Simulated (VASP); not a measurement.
**Cd: relaxation of cell and atoms with LDA**

The system is Cd.

```
Cd
1.0
     4.42000    0.00000    0.00000
     0.00000    4.42000    0.00000
     0.00000    0.00000    4.42000
Cd
4
Direct
  0.00000 0.00000 0.00000
  0.00000 0.50000 0.50000
  0.50000 0.00000 0.50000
  0.50000 0.50000 0.00000
```

This isn't the form of Cd at room conditions, which is hcp.

```yaml
Program: VASP 6.6.1
Task: relaxation of cell and atoms
Functional: LDA
Potentials_or_basis: VASP PAW LDA potentials, release 64 (Cd)
Cutoff: 500 eV
k_mesh: 4 × 4 × 4
Occupations: fermi-dirac, width 0.05 eV
Spin: no spin polarisation
Dipole_correction: no
Further_INCAR_settings: ALGO = Normal; EDIFF = 1e-07; IBRION = 2; EDIFFG = -0.01; NSW = 60; ISIF = 3
```

```json
{
 "Relaxed volume": "20.29 Å³/atom",
 "Relaxed cell": "a = 4.329 Å, b = 4.329 Å, c = 4.329 Å, α = 90.00°, β = 90.00°, γ = 90.00°",
 "Space group after relaxing (to 0.1 Å)": "Fm-3m (No. 225)",
 "Energy gained by relaxing": "16.7 meV/atom",
 "Ionic steps": "3",
 "Pressure after relaxing": "0.0 GPa"
}
```

The path:
```
step  energy change (eV)  largest force (eV/Å)  pressure (GPa)  volume (Å³)
   1              0.0000                0.0000           -3.86        86.35
   2             -0.0630                0.0000            1.08        80.01
   3             -0.0669                0.0000            0.01        81.15
```

Final structure:
```xyz
4
Lattice="4.3293 0.0000 0.0000 0.0000 4.3293 0.0000 0.0000 0.0000 4.3293" Properties=species:S:1:pos:R:3 pbc="T T T"
Cd    0.0000    0.0000    0.0000
Cd    0.0000    2.1647    2.1647
Cd    2.1647    0.0000    2.1647
Cd    2.1647    2.1647    0.0000
```

Levels at points of the mesh, in eV from the Fermi level:
| k point | band 22 | band 23 | band 24 | band 25 | band 26 | band 27 |
| --- | --- | --- | --- | --- | --- | --- |
| (0.00, 0.00, 0.00) | -0.83 | -0.83 | -0.83 | 1.83 | 1.83 | 1.83 |
| (0.50, 0.00, 0.00) | -6.69 | 2.31 | 2.31 | 2.31 | 2.31 | 2.46 |
| (0.50, 0.50, 0.00) | -4.07 | -4.07 | -4.07 | 5.00 | 5.00 | 5.00 |
| (0.50, 0.50, 0.50) | -2.43 | -2.43 | -2.43 | -1.04 | -1.04 | -1.04 |

Run time: 47 s on 1 thread of Intel Xeon 8259CL, on a shared host, peak memory 0.16 GiB.

Caveat: the highest band is partly filled, so the run has too few bands.
